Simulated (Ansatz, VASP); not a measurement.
# One calculation of NaH, two programs

The input INCAR:

```
SYSTEM = NaH
PREC     = Accurate       ! precision mode
ENCUT    = 520            ! plane-wave cutoff, eV
EDIFF    = 1E-6           ! SCF threshold, eV
ISMEAR   = 0              ! smearing method
SIGMA    = 0.01           ! smearing width, eV
LREAL    = .FALSE.        ! projectors in reciprocal space
LASPH    = .TRUE.         ! aspherical terms in the spheres
NELM     = 60             ! most SCF steps
ALGO     = Normal         ! electronic algorithm
ISIF     = 2              ! what is computed and relaxed
LWAVE    = .FALSE.        ! write WAVECAR
LCHARG   = .FALSE.        ! write CHGCAR
GGA      = PE             ! functional
NBANDS   = 11             ! bands
```

File KPOINTS:

```
regular mesh
0
G
  8 8 8
  0 0 0
```

POSCAR

```
NaH
1.0
    2.9649794954      0.0000000000      0.0000000000
    0.0000000000      2.9649794954      0.0000000000
    0.0000000000      0.0000000000      2.9649794954
Na H
1 1
Direct
    0.0000000000      0.0000000000      0.0000000000
    0.5000000000      0.5000000000      0.5000000000
```

Input for Ansatz:

```yaml
crystal:
  lattice:
    - [2.9649794954, 0.0, 0.0]
    - [0.0, 2.9649794954, 0.0]
    - [0.0, 0.0, 2.9649794954]
  atoms:
    - { symbol: Na, position: [0.0, 0.0, 0.0] }
    - { symbol: H, position: [0.5, 0.5, 0.5] }
kpoints:
  mp_grid: { grid: [8, 8, 8] }
hamiltonian:
  xc: pbe
scf:
  occupations: { method: fixed }
  n_extra_bands: 4
output:
  forces: true
  stress: true
  eigenvalues: true
```

Alike in both runs: task single point; functional PBE; k mesh 8 × 8 × 8; no spin polarisation.

|  | VASP | Ansatz |
| --- | --- | --- |
| version | VASP 6.6.1 | Ansatz 0.2.0 |
| potentials or method | VASP PAW PBE potentials, release 64 (Na_pv, H) | plane waves, PAW |
| plane-wave cutoff (eV) | 520 | 420 |
| occupations | gaussian, width 0.01 eV | fixed |
| valence electrons in the cell | 8 | 10 |

|  | VASP | Ansatz | Ansatz less VASP |
| --- | --- | --- | --- |
| gap on the k mesh at the Fermi level (eV) | 1.03 | 1.03 | +0.002 |
| pressure (GPa) | -0.1 | 0.0 | +0.07 |

VASP's potentials hold 8 valence electrons a cell and Ansatz's 10, so a difference there can come from the potentials and not from the codes.
